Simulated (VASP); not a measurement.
# In4TeS (Cmmm) in VASP: a series of runs

Runs on In4TeS. Level: PBE. Tasks: single point.

Everything below comes from runs of VASP 6.6.1. Logs are shortened: lines on timing, memory, paths and dates and some standing lists are left out, and cuts for length are marked.

## Step 1: The cell of the first run

Symmetry: Cmmm, No. 65, orthorhombic system. The conventional cell has a = 10.014 Å, b = 10.390 Å, c = 4.578 Å, α = 90.00°, β = 90.00°, γ = 90.00°. In (site symmetry m2m) has 2 S at 2.94 Å and 1 Te at 3.35 Å and 1 In at 3.70 Å within 3.9 Å. In (site symmetry 2mm) has 1 S at 2.84 Å and 2 Te at 3.15 Å within 3.7 Å. Te (site symmetry mmm) has 6 In at 3.15 to 3.35 Å within 4.1 Å. Within 3.7 Å of S (site symmetry mmm) lie 6 In at 2.84 to 2.94 Å.

The cell was built from a structure type or drawn by symmetry, and may not be a known phase.

## Step 2: Single point, PBE

File INCAR:

```
ALGO = Normal
EDIFF = 1E-6
ENCUT = 520
GGA = PE
ISIF = 2
ISMEAR = 0
LASPH = True
LCHARG = True
LELF = True
LREAL = False
LVHAR = True
LWAVE = False
NBANDS = 41
NELM = 100
PREC = Accurate
SIGMA = 0.1
```

File KPOINTS:

```
k-points
0
Gamma
  4 4 4
```

File POSCAR:

```
In4TeS
1.0
    5.0071290320     -5.1951938195      0.0000000000
    5.0071290320      5.1951938195      0.0000000000
    0.0000000000      0.0000000000      4.5783846753
In Te S
4 1 1
Direct
    0.8219386486      0.1780613514      0.5000000000
    0.2840100458      0.2840100458      0.0000000000
    0.7159899542      0.7159899542      0.0000000000
    0.1780613514      0.8219386486      0.5000000000
    0.5000000000      0.5000000000      0.5000000000
    0.0000000000      0.0000000000      0.0000000000
```

Potentials or basis: VASP PAW PBE potentials, release 64 (In_d, Te, S).

Run with:

```sh
cat potpaw_PBE.64/In_d/POTCAR potpaw_PBE.64/Te/POTCAR potpaw_PBE.64/S/POTCAR > POTCAR
mpirun -np 1 vasp_std > vasp.out
```

OUTCAR:

```text
EDIFF = 1E-6
   ENCUT = 520
   GGA = PE
   ISIF = 2
   ISMEAR = 0
   LASPH = True
   LREAL = False
   NELM = 100
   PREC = Accurate

 ion  position               nearest neighbor table
   1  0.822  0.178  0.500-   6 2.94   6 2.94   5 3.35   4 3.70
   2  0.284  0.284  0.000-   6 2.84   5 3.15   5 3.15
   3  0.716  0.716  0.000-   6 2.84   5 3.15   5 3.15
   4  0.178  0.822  0.500-   6 2.94   6 2.94   5 3.35   1 3.70
   5  0.500  0.500  0.500-   2 3.15   3 3.15   2 3.15   3 3.15   1 3.35   4 3.35
   6  0.000  0.000  0.000-   2 2.84   3 2.84   1 2.94   4 2.94   1 2.94   4 2.94

  LATTYP: Found a base centered orthorhombic cell.
 ALAT       =    10.0142580640
 B/A-ratio  =     1.0375594051
 C/A-ratio  =     0.4571866079

  Lattice vectors:

 A1 = (   5.0071290320,  -5.1951938195,   0.0000000000)
 A2 = (   5.0071290320,   5.1951938195,   0.0000000000)
 A3 = (   0.0000000000,   0.0000000000,   4.5783846753)

Analysis of symmetry for initial positions (statically):
=====================================================================
 Subroutine PRICEL returns:
 Original cell was already a primitive cell.

 Routine SETGRP: Setting up the symmetry group for a
 base centered orthorhombic supercell.

 Subroutine GETGRP returns: Found  8 space group operations
 (whereof  8 operations were pure point group operations)
 out of a pool of  8 trial point group operations.

The static configuration has the point symmetry D_2h.

Analysis of symmetry for dynamics (positions and initial velocities):
=====================================================================
 Subroutine PRICEL returns:
 Original cell was already a primitive cell.

 Routine SETGRP: Setting up the symmetry group for a
 base centered orthorhombic supercell.

 Subroutine GETGRP returns: Found  8 space group operations
 (whereof  8 operations were pure point group operations)
 out of a pool of  8 trial point group operations.

The dynamic configuration has the point symmetry D_2h.

 Subroutine INISYM returns: Found  8 space group operations
 (whereof  8 operations are pure point group operations),
 and found     1 'primitive' translations

----------------------------------------------------------------------------------------

                                     Primitive cell

  volume of cell :     238.1951

  direct lattice vectors                    reciprocal lattice vectors
     5.007129032 -5.195193820  0.000000000     0.099857622 -0.096242800  0.000000000
     5.007129032  5.195193820  0.000000000     0.099857622  0.096242800  0.000000000
     0.000000000  0.000000000  4.578384675     0.000000000  0.000000000  0.218417645

  length of vectors
     7.215357231  7.215357231  4.578384675     0.138687495  0.138687495  0.218417645

  position of ions in fractional coordinates (direct lattice)
     0.821938649  0.178061351  0.500000000
     0.284010046  0.284010046  0.000000000
     0.715989954  0.715989954  0.000000000
     0.178061351  0.821938649  0.500000000
     0.500000000  0.500000000  0.500000000
     0.000000000  0.000000000  0.000000000

  ion indices of the primitive-cell ions
   primitive index   ion index
                 1           1
                 2           2
                 3           3
                 4           4
                 5           5
                 6           6

----------------------------------------------------------------------------------------

 KPOINTS: k-points

Automatic generation of k-mesh.
 Grid dimensions read from file:
 generate k-points for:    4    4    4

 Generating k-lattice:

  Cartesian coordinates                     Fractional coordinates (reciprocal lattice)
     0.024964406 -0.024060700  0.000000000     0.250000000  0.000000000  0.000000000
     0.024964406  0.024060700  0.000000000     0.000000000  0.250000000  0.000000000
     0.000000000  0.000000000  0.054604411     0.000000000  0.000000000  0.250000000

  Length of vectors
     0.034671874  0.034671874  0.054604411

  Shift w.r.t. Gamma in fractional coordinates (k-lattice)
     0.000000000  0.000000000  0.000000000

 Subroutine IBZKPT returns following result:
 ===========================================

 Found     21 irreducible k-points:

 Following reciprocal coordinates:
            Coordinates               Weight
  0.000000  0.000000  0.000000      1.000000
  0.250000  0.000000  0.000000      4.000000
  0.500000  0.000000  0.000000      2.000000
  0.250000  0.250000  0.000000      2.000000
  0.500000  0.250000  0.000000      4.000000
 -0.250000  0.250000  0.000000      2.000000
[... 13 lines left out ...]
 -0.250000  0.250000  0.500000      2.000000
  0.500000  0.500000  0.500000      1.000000
   k-points           NKPTS =     21   k-points in BZ     NKDIM =     21   number of bands    NBANDS=     41
   number of dos      NEDOS =    301   number of ions     NIONS =      6
   total plane-waves  NPLWV = 104976
   dimension x,y,z NGX =    54 NGY =   54 NGZ =   36
   dimension x,y,z NGXF=   108 NGYF=  108 NGZF=   72
   ions per type =               4   1   1
   NGX,Y,Z   is equivalent  to a cutoff of  12.44, 12.44, 13.07 a.u.
   NGXF,Y,Z  is equivalent  to a cutoff of  24.88, 24.88, 26.14 a.u.
 SYSTEM =  unknown system
   PREC   = accura    normal or accurate (medium, high low for compatibility)
   ISTART =      0    job   : 0-new  1-cont  2-samecut
   ICHARG =      2    charge: 1-file 2-atom 10-const
   ISPIN  =      1    spin polarized calculation?
   LNONCOLLINEAR =      F non collinear calculations
   LSORBIT =      F    spin-orbit coupling
   LASPH  =      T    aspherical Exc in radial PAW
   ENCUT  =  520.0 eV  38.22 Ry    6.18 a.u.  13.42 13.42  8.51*2*pi/ulx,y,z
   NELM   =    100;   NELMIN=  2; NELMDL= -5     # of ELM steps
   EDIFF  = 0.1E-05   stopping-criterion for ELM
   LREAL  =      F    real-space projection
   EDIFFG = 0.1E-04   stopping-criterion for IOM
   NSW    =      0    number of steps for IOM
   IBRION =     -1    ionic relax: 0-MD 1-quasi-New 2-CG
   NFREE  =      0    steps in history (QN), initial steepest desc. (CG)
   ISIF   =      2    stress and relaxation
   ISYM   =      2    0-nonsym 1-usesym 2-fastsym
   POTIM  = 0.5000    time-step for ionic-motion
   TEBEG  =    0.0;   TEEND  =   0.0 temperature during run
   PSTRESS=    0.0 pullay stress
   NELECT =      64.0000    total number of electrons
   NUPDOWN=      -1.0000    fix difference up-down
   EMIN   =  10.00;   EMAX   =-10.00  energy-range for DOS
   EFERMI =   0.00;   METHOD = LEGACY
   ISMEAR =     0;   SIGMA  =   0.10  broadening in eV -4-tet -1-fermi 0-gaus
   EFERMI_NEDOS =   21; number of points for ismear=-14 and -15
   IALGO  =     38    algorithm
   IMIX   =      4    mixing-type and parameters
     AMIX     =   0.40;   BMIX     =  1.00
     AMIX_MAG =   1.60;   BMIX_MAG =  1.00
  volume/ion in A,a.u.               =      39.70       267.90
  Fermi-wavevector in a.u.,A,eV,Ry     =   1.056389  1.996286 15.183528  1.115958
  Thomas-Fermi vector in A             =   2.191623
   LORBIT       =      0    0 simple, 1 ext, 2 COOP (PROOUT), +10 PAW based schemes
   GGA     = PE    functional components
   LHFCALC =     F    Hartree Fock is set to
   AEXX    =    0.0000 exact exchange contribution
   IVDW    =     0    specifies the selected vdW correction
   LEPSILON=     F    determine dielectric tensor
   LRPA    =     F    only Hartree local field effects (RPA)
 non-spin polarized calculation
 Gauss-broadening in eV      SIGMA  =   0.10
  energy-cutoff  :      520.00
  volume of cell :      238.20
 maximum number of plane-waves:      6459
 NGX is ok and might be reduce to    54
   NGX = 27   NGY = 27   NGZ = 17

 number of electron      63.9999989 magnetization

 Free energy of the ion-electron system (eV)
  ---------------------------------------------------
  ext. energy  EPLUGINS =         0.00000000
  ---------------------------------------------------
  free energy    TOTEN  =       -17.02395514 eV

  energy without entropy =      -17.01558980  energy(sigma->0) =      -17.01977247

 E-fermi :   3.4567     XC(G=0):  -7.9128

 val. band max:        3.3430645109   @ k =   0.5000   0.2500   0.5000
 cond. band min:       3.5197765082   @ k =  -0.2500   0.2500   0.2500
 fundamental gap:      0.1767119973
 Fermi energy:         3.4566684560

 k-point     1 :       0.0000    0.0000    0.0000
  band No.  band energies     occupation
      1     -11.1611      2.00000
      2     -11.0768      2.00000
      3     -11.0703      2.00000
      4     -11.0505      2.00000
      5     -11.0448      2.00000
      6     -11.0376      2.00000
[... 33 lines left out ...]
     40       7.6438      0.00000
     41       7.7998      0.00000

 k-point     2 :       0.2500    0.0000    0.0000
  band No.  band energies     occupation
      1     -11.1542      2.00000
      2     -11.0837      2.00000
      3     -11.0667      2.00000
      4     -11.0491      2.00000
      5     -11.0451      2.00000
      6     -11.0385      2.00000
[... 33 lines left out ...]
     40       7.3951      0.00000
     41       7.5217      0.00000

 k-point     3 :       0.5000    0.0000    0.0000
  band No.  band energies     occupation
      1     -11.1459      2.00000
      2     -11.0908      2.00000
      3     -11.0647      2.00000
      4     -11.0476      2.00000
      5     -11.0454      2.00000
      6     -11.0405      2.00000
[... 33 lines left out ...]
     40       7.1283      0.00000
     41       7.4368      0.00000

 k-point     4 :       0.2500    0.2500    0.0000
  band No.  band energies     occupation
      1     -11.1467      2.00000
      2     -11.0913      2.00000
      3     -11.0648      2.00000
      4     -11.0474      2.00000
      5     -11.0457      2.00000
      6     -11.0375      2.00000
[... 693 lines left out ...]
     40       7.3680      0.00000
     41       7.6063      0.00000

 k-point    20 :      -0.2500    0.2500    0.5000
  band No.  band energies     occupation
      1     -11.1936      2.00000
      2     -11.0610      2.00000
      3     -11.0610      2.00000
      4     -11.0535      2.00000
      5     -11.0502      2.00000
      6     -11.0485      2.00000
[... 33 lines left out ...]
     40       7.0478      0.00000
     41       8.0259      0.00000

 k-point    21 :       0.5000    0.5000    0.5000
  band No.  band energies     occupation
      1     -11.1940      2.00000
      2     -11.0710      2.00000
      3     -11.0607      2.00000
      4     -11.0513      2.00000
      5     -11.0501      2.00000
      6     -11.0499      2.00000
[... 33 lines left out ...]
     40       8.0569      0.00000
     41       8.2009      0.00000

------------------------ aborting loop because EDIFF is reached ----------------------------------------

  FORCE on cell =-STRESS in cart. coord.  units (eV):
  Direction    XX          YY          ZZ          XY          YZ          ZX
  --------------------------------------------------------------------------------------
  -------------------------------------------------------------------------------------
  Total        0.1349269      0.3156441     -0.2415501      0.0000000      0.0000000      0.0000000
  in kB        0.9075618      2.1231242     -1.6247439      0.0000000      0.0000000      0.0000000
  external PRESSURE =       0.4686474 kB  Pullay stress =       0.0000000 kB

 VOLUME and BASIS-vectors are now :
 -----------------------------------------------------------------------------
  energy-cutoff  :      520.00
  volume of cell :      238.20
      direct lattice vectors                 reciprocal lattice vectors
     5.007129032 -5.195193820  0.000000000     0.099857622 -0.096242800  0.000000000
     5.007129032  5.195193820  0.000000000     0.099857622  0.096242800  0.000000000
     0.000000000  0.000000000  4.578384675     0.000000000  0.000000000  0.218417645

 POSITION                                       TOTAL-FORCE (eV/Angst)
 -----------------------------------------------------------------------------------
      5.00713     -3.34507      2.28919         0.000000      0.020261     -0.000000
      2.84415      0.00000      0.00000         0.033159      0.000000     -0.000000
      7.17011      0.00000      0.00000        -0.033159      0.000000      0.000000
      5.00713      3.34507      2.28919         0.000000     -0.020261      0.000000
      5.00713      0.00000      2.28919         0.000000      0.000000     -0.000000
      0.00000      0.00000      0.00000         0.000000      0.000000     -0.000000
 -----------------------------------------------------------------------------------
    total drift:                               -0.000000     -0.000000      0.000000

  FREE ENERGIE OF THE ION-ELECTRON SYSTEM (eV)
  ---------------------------------------------------
  free  energy   TOTEN  =       -17.0239551447 eV

  energy  without entropy=      -17.0155897979  energy(sigma->0) =      -17.01977247
```

Wall time 8.1 min (1 thread of Intel Xeon 8259CL, shared host); peak memory 0.43 GiB.

Results:

```yaml
Free_energy: -17.0240 eV
Pressure: 0.0 GPa
Largest_force: 0.033 eV/Å
Band_gap_on_the_k_mesh: zero (bands 32 and 33 overlap by 1.34 eV)
```

Forces on the atoms (eV/Å):
```
In   0.000  0.020  0.000
In   0.033  0.000  0.000
In  -0.033  0.000  0.000
In   0.000 -0.020  0.000
Te   0.000  0.000  0.000
S    0.000  0.000  0.000
```

Levels at points of the mesh, in eV from the Fermi level:
| k point | band 30 | band 31 | band 32 | band 33 | band 34 | band 35 |
| --- | --- | --- | --- | --- | --- | --- |
| (0.00, 0.00, 0.00) | -1.81 | -1.00 | 0.19 | 0.79 | 1.02 | 1.93 |
| (0.50, 0.00, 0.00) | -1.64 | -0.99 | -0.33 | 0.43 | 0.57 | 2.36 |
| (0.50, 0.50, 0.00) | -1.87 | 0.19 | 0.80 | 1.07 | 1.37 | 1.38 |
| (0.00, 0.00, 0.50) | -1.39 | -1.36 | -1.15 | 0.78 | 0.85 | 0.89 |
| (0.50, 0.00, 0.50) | -2.88 | -0.30 | 0.22 | 0.38 | 0.74 | 1.87 |
| (0.50, 0.50, 0.50) | -1.22 | -1.16 | -1.08 | 0.59 | 0.66 | 1.44 |

Caveat: spin-orbit coupling is left out, which moves the levels of the heavy elements.

[end of part 1 of 2]
